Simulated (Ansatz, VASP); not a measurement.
Ir: VASP beside Ansatz

The input INCAR:

```
ALGO = Normal
EDIFF = 1E-6
ENCUT = 560
GGA = PS
GGA_COMPAT = F
ISIF = 2
ISMEAR = -1
LASPH = T
LCHARG = F
LREAL = F
LWAVE = F
NBANDS = 24
NELM = 120
PREC = Accurate
SIGMA = 0.1
```

The input KPOINTS:

```
k-points
0
Gamma
  15 15 8
```

Contents of POSCAR:

```
Ir
1.0
    2.6823918508      0.0000000000      0.0000000000
   -1.3411959254      2.3230194857      0.0000000000
    0.0000000000      0.0000000000      4.3533764827
Ir
2
Direct
    0.3333333333      0.6666666667      0.2500000000
    0.6666666667      0.3333333333      0.7500000000
```

Input for Ansatz:

```yaml
crystal:
  lattice:
    - [2.6823918508, 0.0, 0.0]
    - [-1.3411959254, 2.3230194857, 0.0]
    - [0.0, 0.0, 4.3533764827]
  atoms:
    - { symbol: Ir, position: [0.3333333333, 0.6666666667, 0.25] }
    - { symbol: Ir, position: [0.6666666667, 0.3333333333, 0.75] }
hamiltonian:
  xc: pbesol
  pseudopotentials:
    kind: paw
    azcp:
      Ir: "pseudopotentials/Ir.paw.azcp"
basis:
  ecutwfc: 420
  fft_grid_basis: typed
kpoints:
  mp_grid: { grid: [15, 15, 8], shift: [0, 0, 0] }
magnetization:
  spin_polarized: false
scf:
  occupations: { method: fermi_dirac, width: 0.1 }
  lower_state_search: "off"
output:
  stress: true
```

Alike in both runs: task single point; functional PBEsol; k mesh 15 × 15 × 8; occupations fermi-dirac, width 0.1 eV; no spin polarisation.

|  | VASP | Ansatz |
| --- | --- | --- |
| version | VASP 6.6.1 | Ansatz 0.2.0 |
| potentials or method | VASP PAW PBE potentials, release 64 (Ir_sv_GW), cutoff 560 eV | plane waves (420 eV) with PAW, scalar-relativistic |
| valence electrons in the cell | 34 | 34 |

|  | VASP | Ansatz | Ansatz less VASP |
| --- | --- | --- | --- |
| pressure (GPa) | 15.2 | 17.0 | +1.87 |

VASP's potentials were made for PBE, not for PBEsol, and Ansatz warns of the same on its side.

Spin-orbit coupling is off throughout.
